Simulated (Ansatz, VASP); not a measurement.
# One calculation of AlInSb2, two programs

```
Al In Sb
1.0
     4.56260    0.00000    0.00000
     0.00000    4.56260    0.00000
     0.00000    0.00000    5.92865
Al In Sb
1 1 2
Cartesian
  0.0000 0.0000 0.0000
  2.2813 2.2813 2.9643
  0.0000 2.2813 1.3871
  2.2813 0.0000 4.5415
```

Alike in both runs: task single point; functional LDA; k mesh 8 × 8 × 6; occupations gaussian, width 0.05 eV; no spin polarisation.

|  | VASP | Ansatz |
| --- | --- | --- |
| version | VASP 6.6.1 | Ansatz 0.2.0 |
| potentials or method | VASP PAW LDA potentials, release 64 (Al, In_d, Sb), cutoff 520 eV | scalar-relativistic, plane waves, PAW |
| valence electrons in the cell | 26 | 46 |

VASP gave:

```
gap on the k mesh at the Fermi level (eV)                     : 0.59
least direct gap on the mesh (eV)                             : 0.59
pressure (GPa)                                                : 0.1
traceless stress, the component that is largest in VASP (GPa) : 1.60
rms of the force components (eV/Å)                            : 0.030
```

Problem. Which values does Ansatz return?

Solution. gap on the k mesh at the Fermi level (eV): 0.54; least direct gap on the mesh (eV): 0.54; pressure (GPa): -0.2; traceless stress, the component that is largest in VASP (GPa): 1.62; rms of the force components (eV/Å): 0.037.

LDA's correlation is that of Perdew and Zunger in VASP and of Perdew and Wang (1992) in Ansatz. Atom by atom the forces differ by 0.007 eV/Å (rms over components). VASP's potentials hold 26 valence electrons a cell and Ansatz's 46, so a difference there can come from the potentials and not from the codes.

Spin-orbit coupling is off throughout.
